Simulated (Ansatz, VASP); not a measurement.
**One calculation of SnO2, two programs**

```
Sn O
1.0
     4.64064    0.00000    0.00000
     0.00000    4.64064    0.00000
     0.00000    0.00000    3.12135
Sn O
2 4
Direct
  0.00000 0.00000 0.00000
  0.50000 0.50000 0.50000
  0.30562 0.30562 0.00000
  0.19438 0.80562 0.50000
  0.69438 0.69438 0.00000
  0.80562 0.19438 0.50000
```

Change from the starting cell: volume scaled by 0.94, crystal datasets.

Alike in both runs: task electric field gradients; functional LDA; k mesh 4 × 4 × 6; occupations fermi-dirac, width 0.03 eV; no spin polarisation.

|  | VASP | Ansatz |
| --- | --- | --- |
| version | VASP 6.6.1 | Ansatz 0.2.0 |
| potentials or method | VASP PAW LDA potentials, release 64 (Sn_d, O), cutoff 520 eV | all-electron PAW with datasets made for the crystal, scalar-relativistic |

|  | VASP | Ansatz | Ansatz less VASP |
| --- | --- | --- | --- |
| gap on the k mesh at the Fermi level (eV) | 1.90 | 1.86 | -0.033 |
| pressure (GPa) | 15.5 | 14.3 | -1.24 |
| traceless stress, the component that is largest in VASP (GPa) | 3.55 | 3.21 | -0.347 |
| rms of the force components (eV/Å) | 0.086 | 0.073 | -0.0127 |
| size of Vzz on the site where it differs most (V/Å²) | 65.3 | 63.1 | -2.22 |

LDA's correlation is that of Perdew and Zunger in VASP and of Perdew and Wang (1992) in Ansatz. Atom by atom the forces differ by 0.013 eV/Å (rms over components). Ansatz ran all-electron here, and VASP with PAW potentials.
